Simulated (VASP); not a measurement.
# BaTiO3 (R3m) in VASP: notebook

BaTiO3 is run at these levels: PBE; tasks: relaxation of shape and atoms at fixed volume.

All numbers are computed with VASP 6.6.1; they aren't measurements. Logs are shortened: lines on timing, memory, paths and dates and some standing lists are left out, and cuts for length are marked.

## 1. The cell of the first run

Symmetry: R3m, No. 160, trigonal system. Conventional cell: a = 5.559 Å, b = 5.559 Å, c = 6.826 Å, α = 90.00°, β = 90.00°, γ = 120.00°. Ba (site symmetry 3m) has 12 O at 2.73 to 2.84 Å and 8 Ti at 3.34 to 3.48 Å within 3.6 Å. Ti (site symmetry 3m) has 6 O at 1.87 to 2.07 Å within 2.5 Å. Within 2.5 Å of O (site symmetry m) lie 2 Ti at 1.87 to 2.07 Å.

## 2. Relaxation of shape and atoms at fixed volume, PBE (12.18 Å³/atom)

The input, INCAR:

```
SYSTEM = BaTiO3
  PREC = Accurate
  ENCUT = 600
  EDIFF = 1E-6
  ISMEAR = 0
  SIGMA = 0.02
  LREAL = .False.
  LASPH = .True.
  NELM = 60
  ALGO = Normal
  ISIF = 4
  LWAVE = .False.
  LCHARG = .False.
  GGA = PE
  IBRION = 2
  NSW = 50
  EDIFFG = -0.01
```

The input, KPOINTS:

```
Automatic mesh
0
Gamma
  6 6 6
  0 0 0
```

The input, POSCAR:

```
BaTiO3
1.0
    2.7794226303      1.6047004038      2.2752388767
   -2.7794226303      1.6047004038      2.2752388767
    0.0000000000     -3.2094008076      2.2752388767
Ba Ti O
1 1 3
Direct
    0.0006152132      0.0006152132      0.0006152132
    0.5106377932      0.5106377932      0.5106377932
    0.4907048505      0.4907048505      0.9860372926
    0.4907048505      0.9860372926      0.4907048505
    0.9860372926      0.4907048505      0.4907048505
```

Potentials or basis: VASP PAW PBE potentials, release 64 (Ba_sv, Ti_sv, O).

Run with:

```console
$ cat potpaw_PBE.64/Ba_sv/POTCAR potpaw_PBE.64/Ti_sv/POTCAR potpaw_PBE.64/O/POTCAR > POTCAR
$ mpirun -np 1 vasp_std > vasp.out
```

OUTCAR:

```text
SYSTEM = BaTiO3
   PREC = Accurate
   ENCUT = 600
   EDIFF = 1E-6
   ISMEAR = 0
   LREAL = .False.
   LASPH = .True.
   NELM = 60
   ISIF = 4
   GGA = PE
   IBRION = 2
   NSW = 50
   EDIFFG = -0.01

 ion  position               nearest neighbor table
   1  0.001  0.001  0.001-   4 2.73   5 2.73   3 2.73   3 2.78   3 2.78   4 2.78   5 2.78   5 2.78
                             4 2.78   5 2.84   4 2.84   3 2.84   2 3.34   2 3.38   2 3.38   2 3.38
   2  0.511  0.511  0.511-   4 1.87   5 1.87   3 1.87   4 2.07   5 2.07   3 2.07   1 3.34   1 3.38
                             1 3.38   1 3.38   1 3.43   1 3.43   1 3.43   1 3.48
   3  0.491  0.491  0.986-   2 1.87   2 2.07   1 2.73   1 2.78   1 2.78   1 2.84
   4  0.491  0.986  0.491-   2 1.87   2 2.07   1 2.73   1 2.78   1 2.78   1 2.84
   5  0.986  0.491  0.491-   2 1.87   2 2.07   1 2.73   1 2.78   1 2.78   1 2.84

  LATTYP: Found a trigonal (rhomboedric) cell.
 ALAT       =     3.9340774636
 COS(alpha) =     0.0017177252

  Lattice vectors:

 A1 = (   2.7794226303,   1.6047004038,   2.2752388767)
 A2 = (  -2.7794226303,   1.6047004038,   2.2752388767)
 A3 = (   0.0000000000,  -3.2094008076,   2.2752388767)

Analysis of symmetry for initial positions (statically):
=====================================================================
 Subroutine PRICEL returns:
 Original cell was already a primitive cell.

 Routine SETGRP: Setting up the symmetry group for a
 trigonal (rhombohedral) supercell.

 Subroutine GETGRP returns: Found  6 space group operations
 (whereof  6 operations were pure point group operations)
 out of a pool of 12 trial point group operations.

The static configuration has the point symmetry C_3v.

Analysis of symmetry for dynamics (positions and initial velocities):
=====================================================================
 Subroutine PRICEL returns:
 Original cell was already a primitive cell.

 Routine SETGRP: Setting up the symmetry group for a
 trigonal (rhombohedral) supercell.

 Subroutine GETGRP returns: Found  6 space group operations
 (whereof  6 operations were pure point group operations)
 out of a pool of 12 trial point group operations.

The dynamic configuration has the point symmetry C_3v.

 Subroutine INISYM returns: Found  6 space group operations
 (whereof  6 operations are pure point group operations),
 and found     1 'primitive' translations

----------------------------------------------------------------------------------------

                                     Primitive cell

  volume of cell :      60.8873

  direct lattice vectors                    reciprocal lattice vectors
     2.779422630  1.604700404  2.275238877     0.179893477  0.103861547  0.146504763
    -2.779422630  1.604700404  2.275238877    -0.179893477  0.103861547  0.146504763
     0.000000000 -3.209400808  2.275238877     0.000000000 -0.207723094  0.146504763

  length of vectors
     3.934077464  3.934077464  3.934077464     0.254189948  0.254189948  0.254189948

  position of ions in fractional coordinates (direct lattice)
     0.000615213  0.000615213  0.000615213
     0.510637793  0.510637793  0.510637793
     0.490704851  0.490704851  0.986037293
     0.490704851  0.986037293  0.490704851
     0.986037293  0.490704851  0.490704851

  ion indices of the primitive-cell ions
   primitive index   ion index
                 1           1
                 2           2
                 3           3
                 4           4
                 5           5

----------------------------------------------------------------------------------------

 KPOINTS: Automatic mesh

Automatic generation of k-mesh.
 Grid dimensions read from file:
 generate k-points for:    6    6    6

 Generating k-lattice:

  Cartesian coordinates                     Fractional coordinates (reciprocal lattice)
     0.029982246  0.017310258  0.024417461     0.166666667  0.000000000  0.000000000
    -0.029982246  0.017310258  0.024417461     0.000000000  0.166666667  0.000000000
     0.000000000 -0.034620516  0.024417461     0.000000000  0.000000000  0.166666667

  Length of vectors
     0.042364991  0.042364991  0.042364991

  Shift w.r.t. Gamma in fractional coordinates (k-lattice)
     0.000000000  0.000000000  0.000000000

 Subroutine IBZKPT returns following result:
 ===========================================

 Found     32 irreducible k-points:

 Following reciprocal coordinates:
            Coordinates               Weight
  0.000000  0.000000  0.000000      1.000000
  0.166667  0.000000 -0.000000      6.000000
  0.333333 -0.000000 -0.000000      6.000000
  0.500000  0.000000 -0.000000      3.000000
  0.166667  0.166667 -0.000000      6.000000
  0.333333  0.166667 -0.000000     12.000000
[... 16 lines left out ...]
  0.500000  0.500000  0.166667      6.000000
 -0.333333  0.500000  0.166667     12.000000
 [... further k-points ...]
   k-points           NKPTS =     32   k-points in BZ     NKDIM =     32   number of bands    NBANDS=     24
   number of dos      NEDOS =    301   number of ions     NIONS =      5
   total plane-waves  NPLWV =  32768
   dimension x,y,z NGX =    32 NGY =   32 NGZ =   32
   dimension x,y,z NGXF=    64 NGYF=   64 NGZF=   64
   ions per type =               1   1   3
   NGX,Y,Z   is equivalent  to a cutoff of  13.52, 13.52, 13.52 a.u.
   NGXF,Y,Z  is equivalent  to a cutoff of  27.05, 27.05, 27.05 a.u.
 SYSTEM =  BaTiO3
   PREC   = accura    normal or accurate (medium, high low for compatibility)
   ISTART =      0    job   : 0-new  1-cont  2-samecut
   ICHARG =      2    charge: 1-file 2-atom 10-const
   ISPIN  =      1    spin polarized calculation?
   LNONCOLLINEAR =      F non collinear calculations
   LSORBIT =      F    spin-orbit coupling
   LASPH  =      T    aspherical Exc in radial PAW
   ENCUT  =  600.0 eV  44.10 Ry    6.64 a.u.   7.86  7.86  7.86*2*pi/ulx,y,z
   NELM   =     60;   NELMIN=  2; NELMDL= -5     # of ELM steps
   EDIFF  = 0.1E-05   stopping-criterion for ELM
   LREAL  =      F    real-space projection
   EDIFFG = -.1E-01   stopping-criterion for IOM
   NSW    =     50    number of steps for IOM
   IBRION =      2    ionic relax: 0-MD 1-quasi-New 2-CG
   NFREE  =      1    steps in history (QN), initial steepest desc. (CG)
   ISIF   =      4    stress and relaxation
   ISYM   =      2    0-nonsym 1-usesym 2-fastsym
   POTIM  = 0.5000    time-step for ionic-motion
   TEBEG  =    0.0;   TEEND  =   0.0 temperature during run
   PSTRESS=    0.0 pullay stress
   NELECT =      40.0000    total number of electrons
   NUPDOWN=      -1.0000    fix difference up-down
   EMIN   =  10.00;   EMAX   =-10.00  energy-range for DOS
   EFERMI =   0.00;   METHOD = LEGACY
   ISMEAR =     0;   SIGMA  =   0.02  broadening in eV -4-tet -1-fermi 0-gaus
   EFERMI_NEDOS =   21; number of points for ismear=-14 and -15
   IALGO  =     38    algorithm
   IMIX   =      4    mixing-type and parameters
     AMIX     =   0.40;   BMIX     =  1.00
     AMIX_MAG =   1.60;   BMIX_MAG =  1.00
  volume/ion in A,a.u.               =      12.18        82.18
  Fermi-wavevector in a.u.,A,eV,Ry     =   1.423156  2.689375 27.556879  2.025373
  Thomas-Fermi vector in A             =   2.543784
   LORBIT       =      0    0 simple, 1 ext, 2 COOP (PROOUT), +10 PAW based schemes
   GGA     = PE    functional components
   LHFCALC =     F    Hartree Fock is set to
   AEXX    =    0.0000 exact exchange contribution
   IVDW    =     0    specifies the selected vdW correction
   LEPSILON=     F    determine dielectric tensor
   LRPA    =     F    only Hartree local field effects (RPA)
 conjugate gradient relaxation of ions
 non-spin polarized calculation
 Gauss-broadening in eV      SIGMA  =   0.02
  energy-cutoff  :      600.00
  volume of cell :       60.89
 maximum number of plane-waves:      2050
   NGX = 15   NGY = 15   NGZ = 15

--------------------------------------- Ionic step        1  -------------------------------------------

 number of electron      40.0000011 magnetization

 Free energy of the ion-electron system (eV)
  ---------------------------------------------------
  ext. energy  EPLUGINS =         0.00000000
  ---------------------------------------------------
  free energy    TOTEN  =       -39.77880323 eV

  energy without entropy =      -39.77880323  energy(sigma->0) =      -39.77880323

------------------------ aborting loop because EDIFF is reached ----------------------------------------

  FORCE on cell =-STRESS in cart. coord.  units (eV):
  Direction    XX          YY          ZZ          XY          YZ          ZX
  --------------------------------------------------------------------------------------
  -------------------------------------------------------------------------------------
  Total        6.1306772      6.1306772      6.0100852      0.0000000      0.0000000      0.0000000
  in kB      161.3214927    161.3214927    158.1482562      0.0000000      0.0000000      0.0000000
  external PRESSURE =     160.2637472 kB  Pullay stress =       0.0000000 kB
[... 98 lines left out ...]
  FREE ENERGIE OF THE ION-ELECTRON SYSTEM (eV)
  ---------------------------------------------------
  free  energy   TOTEN  =       -39.7879383940 eV

  energy  without entropy=      -39.7879383940  energy(sigma->0) =      -39.78793839

[... ionic steps 4 to 10 ...]

--------------------------------------- Ionic step       11  -------------------------------------------

 number of electron      40.0000012 magnetization

------------------------ aborting loop because EDIFF is reached ----------------------------------------

  FORCE on cell =-STRESS in cart. coord.  units (eV):
  Direction    XX          YY          ZZ          XY          YZ          ZX
  --------------------------------------------------------------------------------------
  -------------------------------------------------------------------------------------
  Total        5.4785487      5.4785487      5.5177852      0.0000000      0.0000000      0.0000000
  in kB      144.1615063    144.1615063    145.1939657      0.0000000      0.0000000      0.0000000
  external PRESSURE =     144.5056594 kB  Pullay stress =       0.0000000 kB
[... 63 lines left out ...]
  energy  without entropy=      -39.7916957838  energy(sigma->0) =      -39.79169578

--------------------------------------- Ionic step       13  -------------------------------------------

 number of electron      40.0000011 magnetization

 Free energy of the ion-electron system (eV)
  ---------------------------------------------------
  ext. energy  EPLUGINS =         0.00000000
  ---------------------------------------------------
  free energy    TOTEN  =       -39.79171100 eV

  energy without entropy =      -39.79171100  energy(sigma->0) =      -39.79171100

 E-fermi :   4.4509     XC(G=0): -11.5332

 val. band max:        4.2341121739   @ k =   0.5000   0.5000   0.5000
 cond. band min:       6.1680909432   @ k =   0.0000   0.0000   0.0000
 fundamental gap:      1.9339787693
 Fermi energy:         4.4508586546

 k-point     1 :       0.0000    0.0000    0.0000
  band No.  band energies     occupation
      1     -52.1399      2.00000
      2     -28.3874      2.00000
      3     -28.3874      2.00000
      4     -28.3863      2.00000
      5     -20.4664      2.00000
      6     -12.7639      2.00000
[... 637 lines left out ...]
     23       8.3448      0.00000
     24      10.2214      0.00000

 [... further k-points ...]
[... 5 lines left out ...]
  --------------------------------------------------------------------------------------
  -------------------------------------------------------------------------------------
  Total        5.4880185      5.4880185      5.4559614      0.0000000      0.0000000      0.0000000
  in kB      144.4106919    144.4106919    143.5671472      0.0000000      0.0000000      0.0000000
  external PRESSURE =     144.1295103 kB  Pullay stress =       0.0000000 kB
[... 20 lines left out ...]
  FREE ENERGIE OF THE ION-ELECTRON SYSTEM (eV)
  ---------------------------------------------------
  free  energy   TOTEN  =       -39.7917109958 eV

  energy  without entropy=      -39.7917109958  energy(sigma->0) =      -39.79171100

 reached required accuracy - stopping structural energy minimisation
```

Run time: 8 min. Hardware: 1 thread of Intel Xeon 8259CL, shared host; peak memory 0.22 GiB.

What came out:

```
Free energy               : -39.7917 eV
Energy gained by relaxing : 2.6 meV/atom
Ionic steps               : 13
Pressure after relaxing   : 14.4 GPa
Band gap on the k mesh    : 1.93 eV (least direct gap 2.06 eV)
```

Forces on the atoms (eV/Å):
```
Ba   0.000  0.000 -0.003
Ti   0.000  0.000 -0.003
O    0.000  0.000  0.002
O    0.000  0.000  0.002
O    0.000  0.000  0.002
```

Stress tensor (GPa, compression positive):
```
14.44  0.00  0.00
 0.00 14.44  0.00
 0.00  0.00 14.36
```

The path:
```csv
step,energy change (eV),largest force (eV/Å),pressure (GPa),volume (Å³)
1,0.0000,0.3048,16.03,60.89
2,-0.0078,0.1553,15.26,60.89
3,-0.0091,0.1135,14.84,60.89
4,-0.0114,0.0589,14.74,60.89
5,-0.0125,0.0235,14.62,60.89
6,-0.0125,0.0257,14.61,60.89
7,-0.0128,0.0166,14.51,60.89
8,-0.0128,0.0165,14.50,60.89
9,-0.0128,0.0156,14.50,60.89
10,-0.0128,0.0161,14.49,60.89
11,-0.0129,0.0104,14.45,60.89
12,-0.0129,0.0102,14.43,60.89
13,-0.0129,0.0027,14.41,60.89
```

Final structure:
```
Ba Ti O
1.0
     2.78115    1.60570    2.27241
    -2.78115    1.60570    2.27241
     0.00000   -3.21139    2.27241
Ba Ti O
1 1 3
Direct
  0.99758 0.99758 0.99758
  0.50255 0.50255 0.50255
  0.49334 0.49334 0.99189
  0.49334 0.99189 0.49334
  0.99189 0.49334 0.49334
```

Levels at points of the mesh, in eV from the valence-band top:
| k point | band 16 | band 17 | band 18 | band 19 | band 20 | band 21 | band 22 | band 23 | band 24 |
| --- | --- | --- | --- | --- | --- | --- | --- | --- | --- |
| (0.00, 0.00, 0.00) | -1.21 | -1.17 | -0.16 | -0.13 | -0.13 | 1.93 | 1.93 | 1.97 | 4.34 |
| (0.50, 0.00, 0.00) | -2.05 | -1.87 | -1.84 | -0.75 | -0.72 | 2.12 | 3.79 | 3.80 | 4.35 |
| (0.50, 0.50, 0.00) | -2.88 | -1.68 | -0.84 | -0.83 | -0.10 | 3.81 | 3.81 | 4.23 | 5.23 |
| (0.50, 0.50, 0.50) | -2.37 | -2.36 | 0.00 | 0.00 | 0.00 | 4.51 | 4.53 | 4.53 | 6.95 |

Caveat: spin-orbit coupling is left out, which moves the levels of the heavy elements. A k mesh can miss the band edges.

## 3. Relaxation of shape and atoms at fixed volume, PBE (12.58 Å³/atom)

This run uses another cell than the first one, of 12.58 Å³/atom.

The input, INCAR:

```
  PREC = Accurate
  ENCUT = 600
  EDIFF = 1E-7
  ISMEAR = 0
  SIGMA = 0.02
  LREAL = False
  LASPH = True
  NELM = 100
  ALGO = Normal
  ISIF = 4
  LWAVE = False
  LCHARG = False
  GGA = PE
  IBRION = 2
  NSW = 50
  EDIFFG = -0.01
```

The input, KPOINTS:

```
Automatic mesh
0
Gamma
  6 6 6
```

The input, POSCAR:

```
BaTiO3
1.0
    2.8073426320      1.6208200243      2.3037311672
   -2.8073426320      1.6208200243      2.3037311672
    0.0000000000     -3.2416400486      2.3037311672
Ba Ti O
1 1 3
Direct
    0.0027765409      0.0027765409      0.0027765409
    0.5153296475      0.5153296475      0.5153296475
    0.4894117898      0.4894117898      0.9817702320
    0.4894117898      0.9817702320      0.4894117898
    0.9817702320      0.4894117898      0.4894117898
```

Potentials or basis: VASP PAW PBE potentials, release 64 (Ba_sv, Ti_sv, O).

Run with:

```console
$ cat potpaw_PBE.64/Ba_sv/POTCAR potpaw_PBE.64/Ti_sv/POTCAR potpaw_PBE.64/O/POTCAR > POTCAR
$ mpirun -np 1 vasp_std > vasp.out
```

Run time: 5 min. Hardware: 1 thread of Intel Xeon 8259CL, shared host; peak memory 0.22 GiB.

Results (log left out):

| Item | Value |
| --- | --- |
| Free energy | -39.9400 eV |
| Energy gained by relaxing | 3.1 meV/atom |
| Ionic steps | 6 |
| Pressure after relaxing | 8.8 GPa |
| Largest force after relaxing | 0.007 eV/Å |
| Band gap on the k mesh | 2.13 eV (least direct gap 2.40 eV) |

Forces on the atoms (eV/Å):
```
Ba   0.000  0.000 -0.006
Ti   0.000  0.000 -0.004
O    0.000 -0.006  0.003
O   -0.005  0.003  0.003
O    0.005  0.003  0.003
```

The path:
```csv
step,energy change (eV),largest force (eV/Å),pressure (GPa),volume (Å³)
1,0.0000,0.3984,10.76,62.89
2,-0.0118,0.1381,9.53,62.89
3,-0.0127,0.1054,9.11,62.89
4,-0.0146,0.0668,9.01,62.89
5,-0.0153,0.0253,8.91,62.89
6,-0.0155,0.0071,8.84,62.89
```

Final structure:
```
Ba Ti O
1.0
     2.81049    1.62263    2.29858
    -2.81049    1.62263    2.29858
     0.00000   -3.24527    2.29858
Ba Ti O
1 1 3
Direct
  0.99985 0.99985 0.99985
  0.50952 0.50952 0.50952
  0.49127 0.49127 0.98678
  0.49127 0.98678 0.49127
  0.98678 0.49127 0.49127
```

Levels at points of the mesh, in eV from the valence-band top:
```
           k point  band 16  band 17  band 18  band 19  band 20  band 21  band 22  band 23  band 24
(0.00, 0.00, 0.00)    -1.24    -1.11    -0.36    -0.27    -0.27     2.13     2.13     2.23     4.35
(0.50, 0.00, 0.00)    -2.07    -1.78    -1.72    -0.86    -0.78     2.31     3.73     3.79     4.33
(0.50, 0.50, 0.00)    -2.76    -1.65    -0.87    -0.85    -0.09     3.78     3.78     4.16     5.07
(0.50, 0.50, 0.50)    -2.38    -2.36    -0.01    -0.01     0.00     4.36     4.44     4.44     6.75
```

Caveat: spin-orbit coupling is left out, which moves the levels of the heavy elements. A k mesh can miss the band edges.
